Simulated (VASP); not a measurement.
# KI: single point with LDA

Crystal: KI.

```
K I
1.0
     4.29120   -0.03218    0.00000
    -0.03218    4.29120    0.00000
     0.00000    0.00000    4.29120
K I
1 1
Direct
  0.00000 0.00000 0.00000
  0.50000 0.50000 0.50000
```

- Program: VASP 6.6.1
- Task: single point
- Functional: LDA
- Potentials or basis: VASP PAW LDA potentials, release 64 (K_sv, I)
- Cutoff: 520 eV
- k mesh: 6 × 6 × 6
- Occupations: gaussian, width 0.05 eV
- Spin: no spin polarisation
- Dipole correction: no
- Further INCAR settings: ALGO = Normal; EDIFF = 1e-06; NBANDS = 15

* Pressure: -1.7 GPa
* Band gap on the k mesh: 3.00 eV, indirect (least direct gap 3.35 eV)

Levels at points of the mesh, in eV from the valence-band top:
```
           k point  band 6  band 7  band 8  band 9  band 10  band 11
(0.00, 0.00, 0.00)   -0.38   -0.37   -0.36    3.00     4.55     4.55
(0.50, 0.00, 0.00)   -2.36   -0.30   -0.30    5.22     5.92     6.77
(0.50, 0.50, 0.00)   -1.76   -1.73    0.00    3.65     5.48     6.62
(0.00, 0.00, 0.50)   -2.36   -0.32   -0.27    5.22     5.92     6.77
(0.50, 0.00, 0.50)   -1.75   -1.75    0.00    3.65     5.48     6.63
(0.50, 0.50, 0.50)   -1.70   -1.70   -1.69    5.35     5.41     5.46
```

Run time: 20 s on 1 thread of AMD EPYC 9R45 96-Core Processor (Zen 5), on a shared host, peak memory 0.16 GiB.

Caveat: spin-orbit coupling is left out, which moves the levels of the heavy elements. A k mesh can miss the band edges.
